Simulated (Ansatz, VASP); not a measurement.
# Sb: VASP beside Ansatz

The input INCAR:

```
ALGO = Normal ; EDIFF = 1E-6
ENCUT = 520 ; GGA = PS
ISIF = 2 ; ISMEAR = 0
LASPH = T ; LCHARG = F
LREAL = F ; LWAVE = F
NBANDS = 8 ; NELM = 100
PREC = Accurate ; SIGMA = 0.1
```

Contents of KPOINTS:

```
k-points
0
Gamma
  14 14 14
```

Contents of POSCAR:

```
Sb
1.0
    3.1474232000      0.0000000000      0.0000000000
    0.0000000000      3.1474232000      0.0000000000
    0.0000000000      0.0000000000      3.1474232000
Sb
1
Direct
    0.0000000000      0.0000000000      0.0000000000
```

Input for Ansatz:

```yaml
crystal:
  lattice:
    - [3.1474232, 0.0, 0.0]
    - [0.0, 3.1474232, 0.0]
    - [0.0, 0.0, 3.1474232]
  atoms:
    - { symbol: Sb, position: [0.0, 0.0, 0.0] }
basis:
  ecutwfc: 420
kpoints:
  mp_grid: { grid: [14, 14, 14] }
hamiltonian:
  xc: pbesol
scf:
  occupations: { method: gaussian, width: 0.1 }
output:
  forces: true
  stress: true
  eigenvalues: true
```

Alike in both runs: task single point; functional PBEsol; k mesh 14 × 14 × 14; occupations gaussian, width 0.1 eV; no spin polarisation.

|  | VASP | Ansatz |
| --- | --- | --- |
| version | VASP 6.6.1 | Ansatz 0.2.0 |
| potentials or method | VASP PAW PBE potentials, release 64 (Sb), cutoff 520 eV | scalar-relativistic, plane waves, PAW |
| valence electrons in the cell | 5 | 15 |

|  | VASP | Ansatz | Ansatz less VASP |
| --- | --- | --- | --- |
| gap on the k mesh at the Fermi level (eV) | none | none | - |
| pressure (GPa) | -4.2 | -4.2 | -0.05 |

VASP's potentials were made for PBE, not for PBEsol. A gap of «none» marks a metal or a gap that the smearing closes. VASP's potentials hold 5 valence electrons a cell and Ansatz's 15, so a difference there can come from the potentials and not from the codes.

Neither program's run includes spin-orbit coupling.
